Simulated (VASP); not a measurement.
A run of VASP 6.6.1:

INCAR

```
PREC = Accurate
ENCUT = 520
EDIFF = 1E-7
ISMEAR = -1
SIGMA = 0.05
LREAL = F
LASPH = T
NELM = 60
ALGO = Normal
ISIF = 2
LWAVE = F
LCHARG = F
GGA = PS
NBANDS = 46
```

File KPOINTS:

```
regular mesh
0
Gamma
  7 7 7
```

POSCAR

```
ZnCu2SnSe4
1.0
   -2.8286814848      2.8286814848      5.6589449158
    2.8286814848     -2.8286814848      5.6589449158
    2.8286814848      2.8286814848     -5.6589449158
Sn Se Zn Cu
1 4 1 2
Direct
    0.5000000000      0.5000000000      0.0000000000
    0.8966464973      0.3755438537      0.0000000000
    0.1033535027      0.1033535027      0.4788973564
    0.3755438537      0.8966464973      0.0000000000
    0.6244561463      0.6244561463      0.5211026436
    0.0000000000      0.0000000000      0.0000000000
    0.2500000000      0.7500000000      0.5000000000
    0.7500000000      0.2500000000      0.5000000000
```

Potentials or basis: VASP PAW PBE potentials, release 64 (Sn_d, Se, Zn, Cu).

The run is started by

```console
$ cat potpaw_PBE.64/Sn_d/POTCAR potpaw_PBE.64/Se/POTCAR potpaw_PBE.64/Zn/POTCAR potpaw_PBE.64/Cu/POTCAR > POTCAR
$ mpirun -np 1 vasp_std > vasp.out
```

Hardware: 1 thread of Intel(R) Xeon(R) Platinum 8259CL CPU @ 2.50GHz (Skylake/Cascade Lake) (shared host).

Q: Estimate the wall time of this run.

A: Run time: 18 min on 1 thread of Intel(R) Xeon(R) Platinum 8259CL CPU @ 2.50GHz (Skylake/Cascade Lake), with other jobs on the host, peak memory 0.62 GiB. Counts: scf iterations 17, k points 40.
